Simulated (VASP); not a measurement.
Set up this calculation in VASP 6.6.1, as the native input.

* Task: relaxation of cell and atoms
* Functional: PBEsol
* Potentials or basis: VASP PAW PBE potentials, release 64 (Co, H)
* Cutoff: 600 eV
* k mesh: 15 × 15 × 15
* Occupations: fermi-dirac, width 0.1 eV
* Spin: collinear spin, ferromagnetic start
* Starting moments: [3.2, 0.0] μB
* Target pressure: 10 GPa
* Dipole correction: no
* Further INCAR settings: ALGO = Normal; EDIFF = 1e-06; IBRION = 2; EDIFFG = -0.01; NSW = 50; ISIF = 3

The structure of CoH lies in POSCAR:

```
CoH
1.0
    0.0000000000      1.8429620000      1.8429620000
    1.8429620000      0.0000000000      1.8429620000
    1.8429620000      1.8429620000      0.0000000000
Co H
1 1
Direct
    0.0000000000      0.0000000000      0.0000000000
    0.5000000000      0.5000000000      0.5000000000
```

One way to write it, as run:

INCAR

```
PREC = Accurate
ENCUT = 600
EDIFF = 1E-6
ISMEAR = -1
SIGMA = 0.1
LREAL = False
LASPH = True
NELM = 150
ALGO = Normal
ISIF = 3
LWAVE = False
LCHARG = False
ISPIN = 2
MAGMOM = 3.2 0
LORBIT = 11
LMAXMIX = 4
GGA = PS
IBRION = 2
NSW = 50
EDIFFG = -0.01
PSTRESS = 100.0
```

KPOINTS

```
regular mesh
0
Gamma
  15 15 15
```

Potentials or basis: VASP PAW PBE potentials, release 64 (Co, H).

Launch:

```bash
$ cat potpaw_PBE.64/Co/POTCAR potpaw_PBE.64/H/POTCAR > POTCAR
$ mpirun -np 1 vasp_std > vasp.out
```

Results of the run:

The relaxed volume is 5.84 Å³/atom, the relaxed cell is a = 2.547 Å, b = 2.547 Å, c = 2.547 Å, α = 60.00°, β = 60.00°, γ = 60.00° and the space group after relaxing (to 0.05 Å) is Fm-3m (No. 225). The energy change on relaxing (the enthalpy is what falls) is +3.0 meV/atom, the ionic steps are 3 and the pressure after relaxing is 10.0 GPa. The net moment is 1.07 μB per cell, the site moments are Co +1.09; H -0.01 μB and the valence electrons inside the program's atomic spheres are Co 8.53; H 0.56.

Caveat: the cell is relaxed towards a set pressure, so the enthalpy falls and the energy may rise; the PAW data sets were made with another functional, which shifts forces and pressure a little.

It took 54 s on 1 thread of AMD EPYC 9R45 96-Core Processor (Zen 5), on a shared host, peak memory 0.15 GiB.
